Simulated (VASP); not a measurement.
Write the native input for VASP 6.6.1 that does the following.

```
Task                   : single point
Functional             : PBE
Potentials or basis    : VASP PAW PBE potentials, release 64 (K_sv, Br)
Cutoff                 : 520 eV
k mesh                 : 10 × 10 × 10
Occupations            : gaussian, width 0.05 eV
Spin                   : no spin polarisation
Dipole correction      : no
Further INCAR settings : ALGO = Normal; EDIFF = 1e-06; NBANDS = 15
```

The structure of KBr lies in POSCAR:

```
KBr
1.0
    0.0000000000      3.3073613915      3.3073613915
    3.3073613915      0.0000000000      3.3073613915
    3.3073613915      3.3073613915      0.0000000000
K Br
1 1
Direct
    0.0000000000      0.0000000000      0.0000000000
    0.5000000000      0.5000000000      0.5000000000
```

The input as run:

INCAR

```
SYSTEM = KBr
PREC = Accurate
ENCUT = 520
EDIFF = 1E-6
ISMEAR = 0
SIGMA = 0.05
LREAL = .FALSE.
LASPH = .TRUE.
NELM = 80
ALGO = Normal
ISIF = 2
LWAVE = .FALSE.
LCHARG = .FALSE.
GGA = PE
NBANDS = 15
```

KPOINTS

```
Automatic mesh
0
G
  10 10 10
  0 0 0
```

Potentials or basis: VASP PAW PBE potentials, release 64 (K_sv, Br).

Command:

```console
$ cat potpaw_PBE.64/K_sv/POTCAR potpaw_PBE.64/Br/POTCAR > POTCAR
$ mpirun -np 1 vasp_std > vasp.out
```

Results of the run:

- Pressure: 0.6 GPa
- Band gap on the k mesh: 4.42 eV

It took 72 s on 1 thread of Intel Xeon 8259CL, on a shared host, peak memory 0.23 GiB.
